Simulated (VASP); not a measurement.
A run of VASP 6.6.1 is set up as follows.

The input INCAR:

```
ALGO     = Normal         # electronic algorithm
EDIFF    = 1E-6           # SCF threshold, eV
ENCUT    = 520            # plane-wave cutoff, eV
GGA      = PE             # functional
ISIF     = 2              # what is computed and relaxed
ISMEAR   = 0              # smearing method
LASPH    = True           # aspherical terms in the spheres
LCHARG   = False          # write CHGCAR
LREAL    = False          # projectors in reciprocal space
LWAVE    = False          # write WAVECAR
NBANDS   = 46             # bands
NELM     = 80             # most SCF steps
PREC     = Accurate       # precision mode
SIGMA    = 0.1            # smearing width, eV
```

File KPOINTS:

```
k-points
0
Gamma
  4 4 4
```

Contents of POSCAR:

```
Ge4Se3
1.0
    5.5453527210      0.0000000000      0.0000000000
    0.0000000000      5.5453527210      0.0000000000
    0.0000000000      0.0000000000      5.5453527210
Ge Se
4 3
Direct
    0.6896263747      0.6896263747      0.6896263747
    0.3103736253      0.3103736253      0.6896263747
    0.3103736253      0.6896263747      0.3103736253
    0.6896263747      0.3103736253      0.3103736253
    0.0000000000      0.0000000000      0.5000000000
    0.5000000000      0.0000000000      0.0000000000
    0.0000000000      0.5000000000      0.0000000000
```

Potentials or basis: VASP PAW PBE potentials, release 64 (Ge_d, Se).

Launch:

```bash
$ cat potpaw_PBE.64/Ge_d/POTCAR potpaw_PBE.64/Se/POTCAR > POTCAR
$ mpirun -np 1 vasp_std > vasp.out
```

Question: Estimate the band gap on the k mesh.

Answer: Zero (bands 37 and 38 overlap by 1.94 eV).

Question: Estimate the pressure.

Answer: -0.1 GPa.

Question: Estimate the largest force.

Answer: 0.036 eV/Å.

Forces in eV/Å, atoms in the order of the input:
```
Ge  -0.021 -0.021 -0.021
Ge   0.021  0.021 -0.021
Ge   0.021 -0.021  0.021
Ge  -0.021  0.021  0.021
Se   0.000  0.000  0.000
Se   0.000  0.000  0.000
Se   0.000  0.000  0.000
```
